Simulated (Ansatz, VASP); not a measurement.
SiW4 in VASP and in Ansatz

```
CELL_PARAMETERS angstrom
3.63587 -4.07722 0.00000
3.63587 4.07722 0.00000
0.00000 0.00000 2.89088
ATOMIC_POSITIONS crystal
Si 0.00000 0.00000 0.00000
W 0.75003 0.24997 0.50000
W 0.24997 0.75003 0.50000
W 0.33107 0.33107 0.00000
W 0.66893 0.66893 0.00000
```

Change from the starting cell: species swapped into the OsCl4 type (Cmmm, No. 65).

Alike in both runs: functional PBE; k mesh 4 × 4 × 6; occupations gaussian, width 0.1 eV; no spin polarisation.

Ansatz relaxed the structure, and its values are those at the end. VASP's run is a single point on that final structure, the one shown.

|  | VASP | Ansatz |
| --- | --- | --- |
| version | VASP 6.6.1 | Ansatz 0.2.0 |
| potentials or method | VASP PAW PBE potentials, release 64 (Si, W_sv), cutoff 520 eV | scalar-relativistic, plane waves, PAW |
| valence electrons in the cell | 60 | 60 |

Ansatz gave:

```
gap on the k mesh at the Fermi level (eV) : none
pressure (GPa)                            : 0.0
rms of the force components (eV/Å)        : 0.006
```

Which values does VASP return?

gap on the k mesh at the Fermi level (eV): none; pressure (GPa): 0.3; rms of the force components (eV/Å): 0.034.

A gap of «none» marks a metal or a gap that the smearing closes.

The k mesh is coarse, so the values compare programs but aren't converged. Spin-orbit coupling is off throughout.
